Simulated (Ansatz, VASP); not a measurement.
# WSe2 in VASP and in Ansatz

```
W Se
1.0
     3.27025    0.00000    0.00000
    -1.63513    2.83212    0.00000
     0.00000    0.00000   16.66122
W Se
1 2
Cartesian
  0.0000 0.0000 0.0000
  0.0000 1.8881 1.6728
  0.0000 1.8881 14.9884
```

Alike in both runs: functional PBEsol; k mesh 12 × 12 × 2; occupations gaussian, width 0.02 eV; no spin polarisation.

Ansatz relaxed the structure, and its values are those at the end. VASP's run is a single point on that final structure, the one shown.

|  | VASP | Ansatz |
| --- | --- | --- |
| version | VASP 6.6.1 | Ansatz 0.2.0 |
| potentials or method | VASP PAW PBE potentials, release 64 (W_sv, Se), cutoff 520 eV | scalar-relativistic, plane waves, PAW |
| valence electrons in the cell | 26 | 46 |

Ansatz gave:

```
gap on the k mesh at the Fermi level (eV) : 1.69
least direct gap on the mesh (eV)         : 1.69
rms of the force components (eV/Å)        : 0.001
```

Task: Estimate VASP's values.

Result: gap on the k mesh at the Fermi level (eV): 1.69; least direct gap on the mesh (eV): 1.69; rms of the force components (eV/Å): 0.028.

VASP's potentials were made for PBE, not for PBEsol. The functional is the same, so the differences come from potentials, cutoffs and numerics. VASP's potentials hold 26 valence electrons a cell and Ansatz's 46, so a difference there can come from the potentials and not from the codes. Ansatz's warnings: xc potential rough in thin density.

Spin-orbit coupling is off throughout.
